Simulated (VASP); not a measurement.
Write the native input for VASP 6.6.1 that does the following.

```yaml
Task: density of states
Functional: PBE
Potentials_or_basis: VASP PAW PBE potentials, release 64 (Li_sv, Mg)
Cutoff: 520 eV
k_mesh: 6 × 6 × 6
Occupations: gaussian, width 0.1 eV
Spin: no spin polarisation
Dipole_correction: no
k_mesh_for_the_DOS: 9 × 9 × 9
Occupations_for_the_DOS: tetrahedron
Further_INCAR_settings: ALGO = Normal; EDIFF = 1e-06
```

LiMg6:

```xyz
7
Lattice="7.1322 0.0000 0.0000 0.0000 7.1322 0.0000 0.0000 0.0000 7.1322" Properties=species:S:1:pos:R:3 pbc="T T T"
Li    0.0000    0.0000    0.0000
Mg    3.5661    3.5661    1.4136
Mg    3.5661    3.5661    5.7185
Mg    1.4136    3.5661    3.5661
Mg    5.7185    3.5661    3.5661
Mg    3.5661    1.4136    3.5661
Mg    3.5661    5.7185    3.5661
```

The input as run:

POSCAR

```
LiMg6
1.0
    7.1321631209      0.0000000000      0.0000000000
    0.0000000000      7.1321631209      0.0000000000
    0.0000000000      0.0000000000      7.1321631209
Li Mg
1 6
Direct
    0.0000000000      0.0000000000      0.0000000000
    0.5000000000      0.5000000000      0.1982043832
    0.5000000000      0.5000000000      0.8017956168
    0.1982043832      0.5000000000      0.5000000000
    0.8017956168      0.5000000000      0.5000000000
    0.5000000000      0.1982043832      0.5000000000
    0.5000000000      0.8017956168      0.5000000000
```

INCAR.step1

```
SYSTEM = LiMg6
ALGO     = Normal         ! electronic algorithm
EDIFF    = 1E-6           ! SCF threshold, eV
ENCUT    = 520            ! plane-wave cutoff, eV
GGA      = PE             ! functional
ISIF     = 2              ! what is computed and relaxed
ISMEAR   = 0              ! smearing method
LASPH    = .TRUE.         ! aspherical terms in the spheres
LCHARG   = .TRUE.         ! write CHGCAR
LREAL    = .FALSE.        ! projectors in reciprocal space
LWAVE    = .FALSE.        ! write WAVECAR
NBANDS   = 16             ! bands
NELM     = 100            ! most SCF steps
PREC     = Accurate       ! precision mode
SIGMA    = 0.1            ! smearing width, eV
```

KPOINTS.step1

```
k-points
0
G
  6 6 6
  0 0 0
```

INCAR.step2

```
SYSTEM = LiMg6
ALGO     = Normal         ! electronic algorithm
EDIFF    = 1E-6           ! SCF threshold, eV
ENCUT    = 520            ! plane-wave cutoff, eV
GGA      = PE             ! functional
ICHARG   = 11             ! starting density
ISIF     = 2              ! what is computed and relaxed
ISMEAR   = -5             ! smearing method
LASPH    = .TRUE.         ! aspherical terms in the spheres
LCHARG   = .FALSE.        ! write CHGCAR
LORBIT   = 11             ! projections on sites
LREAL    = .FALSE.        ! projectors in reciprocal space
LWAVE    = .FALSE.        ! write WAVECAR
NEDOS    = 1001           ! points of the DOS
NELM     = 100            ! most SCF steps
PREC     = Accurate       ! precision mode
SIGMA    = 0.1            ! smearing width, eV
```

KPOINTS.step2

```
k-points
0
G
  9 9 9
  0 0 0
```

Potentials or basis: VASP PAW PBE potentials, release 64 (Li_sv, Mg).

Command:

```console
$ cat potpaw_PBE.64/Li_sv/POTCAR potpaw_PBE.64/Mg/POTCAR > POTCAR
$ cp INCAR.step1 INCAR
$ cp KPOINTS.step1 KPOINTS
$ mpirun -np 1 vasp_std > vasp.out
$ cp INCAR.step2 INCAR
$ cp KPOINTS.step2 KPOINTS
$ mpirun -np 1 vasp_std > vasp.out
```

It gave:

```
Valence electrons inside the program's atomic spheres : Li 2.01; Mg 0.36
```

Run time: 3.5 min on 1 thread of Intel(R) Xeon(R) Platinum 8259CL CPU @ 2.50GHz (Skylake/Cascade Lake), on a shared host, peak memory 0.44 GiB.
